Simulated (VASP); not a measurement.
Runs of VASP 6.6.1 on Hg. The structure is that of space group I4_1/amd (No. 141), or close to it. The cells are those of the table. 

| cell | gap on the mesh (eV) | pressure (GPa) |
| --- | --- | --- |
| a = 7.501, b = 7.501, c = 7.498 Å, angles 97.2, 97.2, 138.4°, 2 atoms | (a) | 0.0 |
| a = 7.188, b = 7.188, c = 7.185 Å, angles 97.2, 97.2, 138.4°, 2 atoms | 4.16 | 0.0 |
| a = 7.295, b = 7.295, c = 7.292 Å, angles 97.2, 97.2, 138.4°, 2 atoms | 4.24 | 0.0 |
| a = 7.399, b = 7.399, c = 7.397 Å, angles 97.2, 97.2, 138.4°, 2 atoms | 4.31 | 0.0 |

Alike in all rows: task single point; level BLYP; potentials or basis VASP PAW PBE potentials, release 64 (Hg); no spin polarisation; k mesh 8 × 8 × 5; cutoff (eV) 520; smearing fermi-dirac 0.1 eV.

Fill in the values left out.

(a) 4.38.

Caveats: the atoms stand far beyond bonding distance; the PAW data sets were made with another functional, which shifts forces and pressure a little; spin-orbit coupling is left out, which moves the levels of the heavy elements.

A k mesh can miss the band edges, and the runs leave out spin-orbit coupling on Hg.
